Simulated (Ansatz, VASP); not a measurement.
MgO: VASP beside Ansatz

INCAR

```
SYSTEM = MgO
ALGO = Normal
EDIFF = 1E-6
ENCUT = 600
GGA = CA
GGA_COMPAT = .False.
ISIF = 2
ISMEAR = 0
LASPH = .True.
LCHARG = .True.
LELF = .True.
LREAL = .False.
LVHAR = .True.
LWAVE = .False.
NBANDS = 11
NELM = 120
PREC = Accurate
SIGMA = 0.01
```

File KPOINTS:

```
k-points
0
Gamma
  9 9 9
  0 0 0
```

File POSCAR:

```
MgO
1.0
    0.0000000000      2.1285000000      2.1285000000
    2.1285000000      0.0000000000      2.1285000000
    2.1285000000      2.1285000000      0.0000000000
Mg O
1 1
Direct
    0.0000000000      0.0000000000      0.0000000000
    0.5000000000      0.5000000000      0.5000000000
```

Input for Ansatz:

```yaml
crystal:
  lattice:
    - [0.0, 2.1285, 2.1285]
    - [2.1285, 0.0, 2.1285]
    - [2.1285, 2.1285, 0.0]
  atoms:
    - { symbol: Mg, position: [0.0, 0.0, 0.0] }
    - { symbol: O, position: [0.5, 0.5, 0.5] }
hamiltonian:
  xc: lda
  pseudopotentials: { kind: paw }
basis:
  ecutwfc: 420
kpoints:
  mp_grid: { grid: [9, 9, 9] }
scf:
  occupations: { method: fixed }
  lower_state_search: "off"
  max_iter: 60
output:
  forces: true
  stress: true
```

Alike in both runs: task single point; functional LDA; k mesh 9 × 9 × 9; no spin polarisation.

|  | VASP | Ansatz |
| --- | --- | --- |
| version | VASP 6.6.1 | Ansatz 0.2.0 |
| potentials or method | VASP PAW LDA potentials, release 64 (Mg, O), cutoff 600 eV | PAW, plane waves, scalar-relativistic |
| occupations | gaussian, width 0.01 eV | fixed |
| valence electrons in the cell | 8 | 16 |

|  | VASP | Ansatz | Ansatz less VASP |
| --- | --- | --- | --- |
| pressure (GPa) | -12.3 | -10.4 | +1.90 |

LDA's correlation is that of Perdew and Zunger in VASP and of Perdew and Wang (1992) in Ansatz. VASP's potentials hold 8 valence electrons a cell and Ansatz's 16, so a difference there can come from the potentials and not from the codes.
